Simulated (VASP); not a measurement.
A run of VASP 6.6.1 is set up as follows.

INCAR

```
ALGO = Normal
EDIFF = 1E-6
ENCUT = 500
GGA = PS
GGA_COMPAT = F
ISIF = 2
ISMEAR = 0
IVDW = 12
LASPH = T
LCHARG = F
LREAL = F
LWAVE = F
NBANDS = 11
NELM = 120
PREC = Accurate
SIGMA = 0.1
```

The input KPOINTS:

```
k-points
0
Gamma
  8 8 8
```

The input POSCAR:

```
Hf
1.0
   -1.5725776360      1.5725776360      1.5725776360
    1.5725776360     -1.5725776360      1.5725776360
    1.5725776360      1.5725776360     -1.5725776360
Hf
1
Direct
    0.0000000000      0.0000000000      0.0000000000
```

Potentials or basis: VASP PAW PBE potentials, release 64 (Hf_pv).

Command:

```sh
$ cat potpaw_PBE.64/Hf_pv/POTCAR > POTCAR
$ mpirun -np 1 vasp_std > vasp.out
```

(1) Estimate the pressure.

(2) What does it give for the dispersion energy per atom?

(3) What does it give for the band gap on the k mesh?

Results:

(1) 49.2 GPa.

(2) -0.739 eV.

(3) zero (band 5 reaches 8.83 eV, above the bottom of band 6 at 5.91 eV).

Caveat: the PAW data sets were made with another functional, which shifts forces and pressure a little; spin-orbit coupling is left out, which moves the levels of the heavy elements; pairwise dispersion overbinds metals, which lowers pressure and volume.
